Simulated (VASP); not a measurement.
# KF (Pm-3m) in VASP: a series of runs

Runs on KF. Level: LDA. Tasks: electric field gradients.

All numbers are computed with VASP 6.6.1; they aren't measurements. Logs are shortened: lines on timing, memory, paths and dates and some standing lists are left out, and cuts for length are marked.

## (1) The cell of the first run

The structure is cubic, space group Pm-3m (No. 221). The conventional cell has a = 3.215 Å, b = 3.215 Å, c = 3.215 Å, α = 90.00°, β = 90.00°, γ = 90.00°. K (site symmetry m-3m) has 8 F at 2.78 Å and 6 K at 3.21 Å within 3.7 Å. Within 3.7 Å of F (site symmetry m-3m) lie 8 K at 2.78 Å and 6 F at 3.21 Å.

## (2) Electric field gradients, LDA (volume scaled by 0.96)

Contents of INCAR:

```
PREC = Accurate
ENCUT = 520
EDIFF = 1E-8
ISMEAR = -1
SIGMA = 0.02
LREAL = False
LASPH = True
NELM = 100
ALGO = Normal
ISIF = 2
LWAVE = False
LCHARG = False
LEFG = True
NBANDS = 15
```

Contents of KPOINTS:

```
Automatic mesh
0
Gamma
  9 9 9
```

Contents of POSCAR:

```
KF
1.0
    3.2149096683      0.0000000000      0.0000000000
    0.0000000000      3.2149096683      0.0000000000
    0.0000000000      0.0000000000      3.2149096683
K F
1 1
Direct
    0.0000000000      0.0000000000      0.0000000000
    0.5000000000      0.5000000000      0.5000000000
```

Potentials or basis: VASP PAW LDA potentials, release 64 (K_sv, F).

Launch:

```sh
> cat potpaw_LDA.64/K_sv/POTCAR potpaw_LDA.64/F/POTCAR > POTCAR
> mpirun -np 1 vasp_std > vasp.out
```

OUTCAR:

```text
PREC = Accurate
   ENCUT = 520
   EDIFF = 1E-8
   ISMEAR = -1
   LREAL = False
   LASPH = True
   NELM = 100
   ISIF = 2

 ion  position               nearest neighbor table
   1  0.000  0.000  0.000-   2 2.78   2 2.78   2 2.78   2 2.78   2 2.78   2 2.78   2 2.78   2 2.78

   2  0.500  0.500  0.500-   1 2.78   1 2.78   1 2.78   1 2.78   1 2.78   1 2.78   1 2.78   1 2.78

  LATTYP: Found a simple cubic cell.
 ALAT       =     3.2149096683

  Lattice vectors:

 A1 = (   3.2149096683,   0.0000000000,   0.0000000000)
 A2 = (   0.0000000000,   3.2149096683,   0.0000000000)
 A3 = (   0.0000000000,   0.0000000000,   3.2149096683)

Analysis of symmetry for initial positions (statically):
=====================================================================
 Subroutine PRICEL returns:
 Original cell was already a primitive cell.

 Routine SETGRP: Setting up the symmetry group for a
 simple cubic supercell.

 Subroutine GETGRP returns: Found 48 space group operations
 (whereof 48 operations were pure point group operations)
 out of a pool of 48 trial point group operations.

The static configuration has the point symmetry O_h .

Analysis of symmetry for dynamics (positions and initial velocities):
=====================================================================
 Subroutine PRICEL returns:
 Original cell was already a primitive cell.

 Routine SETGRP: Setting up the symmetry group for a
 simple cubic supercell.

 Subroutine GETGRP returns: Found 48 space group operations
 (whereof 48 operations were pure point group operations)
 out of a pool of 48 trial point group operations.

The dynamic configuration has the point symmetry O_h .

 Subroutine INISYM returns: Found 48 space group operations
 (whereof 48 operations are pure point group operations),
 and found     1 'primitive' translations

----------------------------------------------------------------------------------------

                                     Primitive cell

  volume of cell :      33.2282

  direct lattice vectors                    reciprocal lattice vectors
     3.214909668  0.000000000  0.000000000     0.311050730  0.000000000  0.000000000
     0.000000000  3.214909668  0.000000000     0.000000000  0.311050730  0.000000000
     0.000000000  0.000000000  3.214909668     0.000000000  0.000000000  0.311050730

  length of vectors
     3.214909668  3.214909668  3.214909668     0.311050730  0.311050730  0.311050730

  position of ions in fractional coordinates (direct lattice)
     0.000000000  0.000000000  0.000000000
     0.500000000  0.500000000  0.500000000

  ion indices of the primitive-cell ions
   primitive index   ion index
                 1           1
                 2           2

----------------------------------------------------------------------------------------

 KPOINTS: Automatic mesh

Automatic generation of k-mesh.
 Grid dimensions read from file:
 generate k-points for:    9    9    9

 Generating k-lattice:

  Cartesian coordinates                     Fractional coordinates (reciprocal lattice)
     0.034561192  0.000000000  0.000000000     0.111111111  0.000000000  0.000000000
     0.000000000  0.034561192  0.000000000     0.000000000  0.111111111  0.000000000
     0.000000000  0.000000000  0.034561192     0.000000000  0.000000000  0.111111111

  Length of vectors
     0.034561192  0.034561192  0.034561192

  Shift w.r.t. Gamma in fractional coordinates (k-lattice)
     0.000000000  0.000000000  0.000000000

 Subroutine IBZKPT returns following result:
 ===========================================

 Found     35 irreducible k-points:

 Following reciprocal coordinates:
            Coordinates               Weight
  0.000000  0.000000  0.000000      1.000000
  0.111111  0.000000  0.000000      6.000000
  0.222222  0.000000  0.000000      6.000000
  0.333333  0.000000  0.000000      6.000000
  0.444444  0.000000  0.000000      6.000000
  0.111111  0.111111  0.000000     12.000000
[... 16 lines left out ...]
  0.333333  0.333333  0.111111     24.000000
  0.444444  0.333333  0.111111     48.000000
 [... further k-points ...]
   k-points           NKPTS =     35   k-points in BZ     NKDIM =     35   number of bands    NBANDS=     15
   number of dos      NEDOS =    301   number of ions     NIONS =      2
   total plane-waves  NPLWV =  13824
   dimension x,y,z NGX =    24 NGY =   24 NGZ =   24
   dimension x,y,z NGXF=    48 NGYF=   48 NGZF=   48
   ions per type =               1   1
   NGX,Y,Z   is equivalent  to a cutoff of  12.41, 12.41, 12.41 a.u.
   NGXF,Y,Z  is equivalent  to a cutoff of  24.82, 24.82, 24.82 a.u.
 SYSTEM =  unknown system
   PREC   = accura    normal or accurate (medium, high low for compatibility)
   ISTART =      0    job   : 0-new  1-cont  2-samecut
   ICHARG =      2    charge: 1-file 2-atom 10-const
   ISPIN  =      1    spin polarized calculation?
   LNONCOLLINEAR =      F non collinear calculations
   LSORBIT =      F    spin-orbit coupling
   LASPH  =      T    aspherical Exc in radial PAW
   ENCUT  =  520.0 eV  38.22 Ry    6.18 a.u.   5.98  5.98  5.98*2*pi/ulx,y,z
   NELM   =    100;   NELMIN=  2; NELMDL= -5     # of ELM steps
   EDIFF  = 0.1E-07   stopping-criterion for ELM
   LREAL  =      F    real-space projection
   EDIFFG = 0.1E-06   stopping-criterion for IOM
   NSW    =      0    number of steps for IOM
   IBRION =     -1    ionic relax: 0-MD 1-quasi-New 2-CG
   NFREE  =      0    steps in history (QN), initial steepest desc. (CG)
   ISIF   =      2    stress and relaxation
   ISYM   =      2    0-nonsym 1-usesym 2-fastsym
   POTIM  = 0.5000    time-step for ionic-motion
   TEBEG  =    0.0;   TEEND  =   0.0 temperature during run
   PSTRESS=    0.0 pullay stress
   NELECT =      16.0000    total number of electrons
   NUPDOWN=      -1.0000    fix difference up-down
   EMIN   =  10.00;   EMAX   =-10.00  energy-range for DOS
   EFERMI =   0.00;   METHOD = LEGACY
   ISMEAR =    -1;   SIGMA  =   0.02  broadening in eV -4-tet -1-fermi 0-gaus
   EFERMI_NEDOS =   21; number of points for ismear=-14 and -15
   IALGO  =     38    algorithm
   IMIX   =      4    mixing-type and parameters
     AMIX     =   0.40;   BMIX     =  1.00
     AMIX_MAG =   1.60;   BMIX_MAG =  1.00
  volume/ion in A,a.u.               =      16.61       112.12
  Fermi-wavevector in a.u.,A,eV,Ry     =   1.283156  2.424813 22.401839  1.646489
  Thomas-Fermi vector in A             =   2.415425
   LORBIT       =      0    0 simple, 1 ext, 2 COOP (PROOUT), +10 PAW based schemes
   GGA     = CA    functional components
   LHFCALC =     F    Hartree Fock is set to
   AEXX    =    0.0000 exact exchange contribution
   IVDW    =     0    specifies the selected vdW correction
   LEPSILON=     F    determine dielectric tensor
   LRPA    =     F    only Hartree local field effects (RPA)
 non-spin polarized calculation
  energy-cutoff  :      520.00
  volume of cell :       33.23
 maximum number of plane-waves:       922
 NGX is ok and might be reduce to    24
   NGX = 11   NGY = 11   NGZ = 11

 number of electron      15.9999986 magnetization

 Free energy of the ion-electron system (eV)
  ---------------------------------------------------
  ext. energy  EPLUGINS =         0.00000000
  ---------------------------------------------------
  free energy    TOTEN  =        -8.91195742 eV

  energy without entropy =       -8.91195742  energy(sigma->0) =       -8.91195742

 E-fermi :  -1.8443     XC(G=0):  -9.9271

 val. band max:       -2.3417723748   @ k =   0.4444   0.4444   0.0000
 cond. band min:       3.8657145760   @ k =   0.0000   0.0000   0.0000
 fundamental gap:      6.2074869508
 Fermi energy:        -1.8443463003

 k-point     1 :       0.0000    0.0000    0.0000
  band No.  band energies     occupation
      1     -28.7549      2.00000
      2     -20.8323      2.00000
      3     -11.9468      2.00000
      4     -11.9468      2.00000
      5     -11.9468      2.00000
      6      -2.3735      2.00000
      7      -2.3735      2.00000
      8      -2.3735      2.00000
      9       3.8657      0.00000
     10       5.7884      0.00000
     11       5.7884      0.00000
     12      11.7690      0.00000
     13      11.7690      0.00000
     14      11.7690      0.00000
     15      18.7710      0.00000
[... 397 lines left out ...]
 k-point    24 :       0.4444    0.3333    0.1111
  band No.  band energies     occupation
      1     -28.4896      2.00000
      2     -20.7643      2.00000
      3     -12.7793      2.00000
      4     -12.5901      2.00000
      5     -11.8602      2.00000
      6      -3.1391      2.00000
      7      -2.9245      2.00000
      8      -2.4900      2.00000
      9       6.7203      0.00000
     10       7.0920      0.00000
     11       9.4150      0.00000
     12       9.7042      0.00000
     13      10.0884      0.00000
     14      11.5554      0.00000
     15      14.6838      0.00000

 [... further k-points ...]
[... 5 lines left out ...]
  --------------------------------------------------------------------------------------
  -------------------------------------------------------------------------------------
  Total       -0.9716658     -0.9716658     -0.9716658     -0.0000000     -0.0000000      0.0000000
  in kB      -46.8512481    -46.8512481    -46.8512481     -0.0000000     -0.0000000      0.0000000
  external PRESSURE =     -46.8512481 kB  Pullay stress =       0.0000000 kB

 VOLUME and BASIS-vectors are now :
 -----------------------------------------------------------------------------
  energy-cutoff  :      520.00
  volume of cell :       33.23
      direct lattice vectors                 reciprocal lattice vectors
     3.214909668  0.000000000  0.000000000     0.311050730  0.000000000  0.000000000
     0.000000000  3.214909668  0.000000000     0.000000000  0.311050730  0.000000000
     0.000000000  0.000000000  3.214909668     0.000000000  0.000000000  0.311050730

 POSITION                                       TOTAL-FORCE (eV/Angst)
 -----------------------------------------------------------------------------------
      0.00000      0.00000      0.00000         0.000000      0.000000      0.000000
      1.60745      1.60745      1.60745         0.000000      0.000000      0.000000
 -----------------------------------------------------------------------------------
    total drift:                                0.000000      0.000000     -0.000000

  FREE ENERGIE OF THE ION-ELECTRON SYSTEM (eV)
  ---------------------------------------------------
  free  energy   TOTEN  =        -8.9119574248 eV

  energy  without entropy=       -8.9119574248  energy(sigma->0) =       -8.91195742

 Electric field gradients (V/A^2)
---------------------------------------------------------------------
 ion       V_xx      V_yy      V_zz      V_xy      V_xz      V_yz
---------------------------------------------------------------------
   1       0.000     0.000     0.000     0.000     0.000    -0.000
   2      -0.000    -0.000    -0.000    -0.000    -0.000    -0.000
---------------------------------------------------------------------

 Electric field gradients after diagonalization (V/A^2)
 (convention: |V_zz| > |V_xx| > |V_yy|)
----------------------------------------------------------------------
 ion       V_xx      V_yy      V_zz     asymmetry (V_yy - V_xx)/ V_zz
----------------------------------------------------------------------
   1       0.000     0.000     0.000      -0.035
   2      -0.000    -0.000    -0.000      -0.089
----------------------------------------------------------------------

           NMR quadrupolar parameters

 Cq : quadrupolar parameter    Cq=e*Q*V_zz/h
 eta: asymmetry parameters     (V_yy - V_xx)/ V_zz
 Q  : nuclear electric quadrupole moment in mb (millibarn)
----------------------------------------------------------------------
 ion       Cq(MHz)       eta       Q (mb)
----------------------------------------------------------------------
   1       0.000      -0.035       1.000
   2      -0.000      -0.089       1.000
----------------------------------------------------------------------
```

It took 5.8 s on 1 thread of Intel Xeon Platinum 8488C (Sapphire Rapids), shared host; peak memory 0.13 GiB.

Results:

- Free energy: -8.9120 eV
- Pressure: -4.7 GPa
- Band gap on the k mesh: 6.21 eV, indirect (least direct gap 6.24 eV)

Levels at points of the mesh, in eV from the valence-band top:
| k point | band 6 | band 7 | band 8 | band 9 | band 10 | band 11 |
| --- | --- | --- | --- | --- | --- | --- |
| (0.00, 0.00, 0.00) | -0.03 | -0.03 | -0.03 | 6.21 | 8.13 | 8.13 |

Caveat: without QUAD_EFG the Cq values of the log hold for a quadrupole moment of 1 mb, not for the nuclei.

[end of part 1 of 3]
